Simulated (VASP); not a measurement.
H22CO12, 35 atoms in the cell. The cell holds an amorphous packing of atoms, 35 atoms: a = 6.887 Å, b = 6.887 Å, c = 6.887 Å, α = 90.00°, β = 90.00°, γ = 90.00°. 

| Quantity | Value |
| --- | --- |
| Program | VASP 6.6.1 |
| Task | single point |
| Functional | PBE |
| Dispersion | D3(BJ) |
| Potentials or basis | VASP PAW PBE potentials, release 64 (O, H, C) |
| Cutoff | 520 eV |
| k mesh | 1 × 1 × 1 |
| Occupations | fermi-dirac, width 0.05 eV |
| Spin | no spin polarisation |
| Dipole correction | no |
| Further INCAR settings | LREAL = Auto; ALGO = Normal; EDIFF = 1e-06; NBANDS = 72 |

Potentials or basis: VASP PAW PBE potentials, release 64 (O, H, C).

Launch:

```bash
$ cat potpaw_PBE.64/O/POTCAR potpaw_PBE.64/H/POTCAR potpaw_PBE.64/C/POTCAR > POTCAR
$ mpirun -np 1 vasp_gam > vasp.out
```

Hardware: 1 thread of Intel(R) Xeon(R) 6975P-C (Granite Rapids), with other jobs on the host.

**Question.** How long does it take, and how much memory?

**Answer.** Wall time 27 s on 1 thread of Intel(R) Xeon(R) 6975P-C (Granite Rapids), on a shared host, peak memory 0.34 GiB. Counts: scf iterations 15, k points 1.
